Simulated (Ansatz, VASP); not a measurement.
MoS2 in VASP and in Ansatz

Contents of INCAR:

```
ALGO = Normal
EDIFF = 1E-7
ENCUT = 520
GGA = CA
ISIF = 2
ISMEAR = 1
LASPH = True
LCHARG = False
LREAL = False
LWAVE = False
NBANDS = 20
NELM = 100
PREC = Accurate
SIGMA = 0.05
```

Contents of KPOINTS:

```
k-points
0
Gamma
  12 12 12
```

File POSCAR:

```
MoS2
1.0
    1.5855000000      0.9153888500      6.1149966700
   -1.5855000000      0.9153888500      6.1149966700
    0.0000000000     -1.8307777000      6.1149966700
Mo S
1 2
Direct
    0.0000000000      0.0000000000      0.0000000000
    0.7499999996      0.7499999996      0.7499999996
    0.2499999999      0.2499999999      0.2499999999
```

Input for Ansatz:

```yaml
crystal:
  lattice:
    - [1.5855, 0.91538885, 6.11499667]
    - [-1.5855, 0.91538885, 6.11499667]
    - [0.0, -1.8307777, 6.11499667]
  atoms:
    - { symbol: Mo, position: [0.0, 0.0, 0.0] }
    - { symbol: S, position: [0.749999999591169, 0.749999999591169, 0.749999999591169] }
    - { symbol: S, position: [0.249999999863723, 0.249999999863723, 0.249999999863723] }
basis:
  ecutwfc: 420.0
kpoints:
  mp_grid:
    grid: [12, 12, 12]
hamiltonian:
  xc: lda
  pseudopotentials:
    kind: paw
scf:
  occupations:
    method: methfessel_paxton
    width: 0.05
output:
  stress: true
```

Alike in both runs: task single point; functional LDA; k mesh 12 × 12 × 12; occupations methfessel-paxton of order 1, width 0.05 eV; no spin polarisation.

|  | VASP | Ansatz |
| --- | --- | --- |
| version | VASP 6.6.1 | Ansatz 0.2.0 |
| potentials or method | VASP PAW LDA potentials, release 64 (Mo_sv, S), cutoff 520 eV | plane waves, PAW |
| valence electrons in the cell | 26 | 26 |

|  | VASP | Ansatz | Ansatz less VASP |
| --- | --- | --- | --- |
| pressure (GPa) | 0.1 | 0.0 | -0.13 |
| traceless stress, the component that is largest in VASP (GPa) | 3.20 | 3.18 | -0.020 |

LDA's correlation is that of Perdew and Zunger in VASP and of Perdew and Wang (1992) in Ansatz.
